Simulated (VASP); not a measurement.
A run of VASP 6.6.1:

File POSCAR:

```
Al
1.0
    0.0000000000      1.9966927595      1.9966927595
    1.9966927595      0.0000000000      1.9966927595
    1.9966927595      1.9966927595      0.0000000000
Al
1
Direct
    0.0000000000      0.0000000000      0.0000000000
```

File INCAR.step1:

```
SYSTEM = Al
PREC = Accurate ; ENCUT = 520
ISMEAR = 0 ; SIGMA = 0.3
LREAL = .False. ; LASPH = .True.
NELM = 60 ; NBANDS = 8
GGA = PE ; ALGO = Normal
EDIFF = 1E-4 ; LWAVE = .True.
LCHARG = .False.
```

The input INCAR.step2:

```
SYSTEM = Al
PREC = Accurate ; ENCUT = 520
EDIFF = 1E-7 ; ISMEAR = 0
SIGMA = 0.3 ; LREAL = .False.
LASPH = .True. ; NELM = 60
ALGO = Normal ; ISIF = 2
LWAVE = .False. ; LCHARG = .True.
METAGGA = R2SCAN ; LMIXTAU = .True.
LELF = .True. ; LVHAR = .True.
NBANDS = 8 ; ISTART = 1
```

The input KPOINTS:

```
Automatic mesh
0
Gamma
  14 14 14
  0 0 0
```

Potentials or basis: VASP PAW PBE potentials, release 64 (Al).

Command:

```sh
$ cat potpaw_PBE.64/Al/POTCAR > POTCAR
$ cp INCAR.step1 INCAR
$ mpirun -np 1 vasp_std > vasp.out
$ cp INCAR.step2 INCAR
$ mpirun -np 1 vasp_std > vasp.out
```

Hardware: 1 thread of Intel(R) Xeon(R) Platinum 8488C (Sapphire Rapids), on a shared host.

Question: How long does it take, and how much memory?

Answer: Wall time 30 s on 1 thread of Intel(R) Xeon(R) Platinum 8488C (Sapphire Rapids) (shared host), peak memory 0.14 GiB. Counts: k points 104.
